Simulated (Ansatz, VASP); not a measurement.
**One calculation of Ti, two programs**

```
CELL_PARAMETERS angstrom
-1.64100 1.64100 1.64100
1.64100 -1.64100 1.64100
1.64100 1.64100 -1.64100
ATOMIC_POSITIONS crystal
Ti 0.00000 0.00000 0.00000
```

Alike in both runs: task single point; functional r2SCAN; k mesh 16 × 16 × 16; occupations fermi-dirac, width 0.05 eV; collinear spin.

```csv
,VASP,Ansatz
version,VASP 6.6.1,Ansatz 0.2.0
potentials or method,"VASP PAW PBE potentials, release 64 (Ti_sv)","PAW with Ansatz's default frozen-core files, scalar-relativistic"
plane-wave cutoff (eV),520,500
valence electrons in the cell,12,12
```

```tsv
	VASP	Ansatz	Ansatz less VASP
pressure (GPa)	-2.4	1.2	+3.63
net moment per atom (μB)	0.00	1.41	+1.414
size of the moment on the site where the two differ most (μB)	0.00	1.04	+1.041
```

The net moments are unlike, so the other rows may belong to different states. VASP's potentials were made for PBE, not for r2SCAN. Site moments also hang on the region over which each program counts them. Ansatz's warnings: stability check not made.
